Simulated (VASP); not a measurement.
Here is a VASP 6.6.1 calculation.

INCAR

```
PREC = Accurate
ENCUT = 520
EDIFF = 1E-8
ISMEAR = 0
SIGMA = 0.01
LREAL = F
LASPH = T
NELM = 60
ALGO = Normal
ISIF = 2
LWAVE = F
LCHARG = T
IBRION = 8
NSW = 1
LEPSILON = T
```

File KPOINTS:

```
Automatic mesh
0
Gamma
  10 10 10
```

The input POSCAR:

```
AgCl
1.0
    0.0000000000      2.6647323907      2.6647323907
    2.6647323907      0.0000000000      2.6647323907
    2.6647323907      2.6647323907      0.0000000000
Ag Cl
1 1
Direct
    0.5000000000      0.5000000000      0.5000000000
    0.0000000000      0.0000000000      0.0000000000
```

Potentials or basis: VASP PAW LDA potentials, release 64 (Ag, Cl).

Run with:

```bash
$ cat potpaw_LDA.64/Ag/POTCAR potpaw_LDA.64/Cl/POTCAR > POTCAR
$ mpirun -np 1 vasp_std > vasp.out
```

Q: Predict the electronic dielectric tensor (diagonal).

A: 5.81.

Q: What does it give for the Born charges (mean of the diagonal)?

A: Ag +1.40; Cl -1.40 e.

Q: Estimate the highest phonon frequency at Γ, LO-TO splitting left out.

A: 137 cm⁻¹.

Electronic dielectric tensor:
```
5.81 0.00 0.00
0.00 5.81 0.00
0.00 0.00 5.81
```

Caveat: the cell wasn't relaxed at this level first, which shifts response properties.
